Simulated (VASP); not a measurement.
Ti2O:

```
Ti O
1.0
     4.29851    0.00000    0.00000
     0.00000    4.29851    0.00000
     0.00000    0.00000    4.29851
Ti O
4 2
Direct
  0.25000 0.25000 0.25000
  0.25000 0.75000 0.75000
  0.75000 0.75000 0.25000
  0.75000 0.25000 0.75000
  0.00000 0.00000 0.00000
  0.50000 0.50000 0.50000
```

| Quantity | Value |
| --- | --- |
| Program | VASP 6.6.1 |
| Task | relaxation of cell and atoms |
| Functional | PBE |
| Potentials or basis | VASP PAW PBE potentials, release 64 (Ti_sv, O) |
| Cutoff | 600 eV |
| k mesh | 4 × 4 × 4 |
| Occupations | gaussian, width 0.1 eV |
| Spin | collinear spin |
| Starting moments | [0.13, 0.13, 0.13, 0.13, 0.0, 0.0] μB |

At the start: pressure 24.5 GPa; volume 13.24 Å³/atom.

Question: Where does the relaxation end?

Answer: Over 4 steps the energy falls by 129.0 meV/atom and the volume is 15.14 Å³/atom (+14.3 %); space group Pn-3m (No. 224, to 0.1 Å) before and after; moment 1.45 μB per cell.

Step by step:
| step | energy change (eV) | largest force (eV/Å) | pressure (GPa) | volume (Å³) |
| --- | --- | --- | --- | --- |
| 1 | 0.0000 | 0.0000 | 24.52 | 79.42 |
| 2 | -0.0199 | 0.0000 | -14.85 | 105.06 |
| 3 | -0.7735 | 0.0000 | -0.45 | 91.06 |
| 4 | -0.7739 | 0.0000 | -0.09 | 90.82 |

Final structure:
```
CELL_PARAMETERS angstrom
4.49489 0.00000 0.00000
0.00000 4.49489 0.00000
0.00000 0.00000 4.49489
ATOMIC_POSITIONS crystal
Ti 0.25000 0.25000 0.25000
Ti 0.25000 0.75000 0.75000
Ti 0.75000 0.75000 0.25000
Ti 0.75000 0.25000 0.75000
O 0.00000 0.00000 0.00000
O 0.50000 0.50000 0.50000
```

Caveat: the k points lie up to 0.35 Å⁻¹ apart in the final cell; a moment this small can come from the mesh or the smearing.
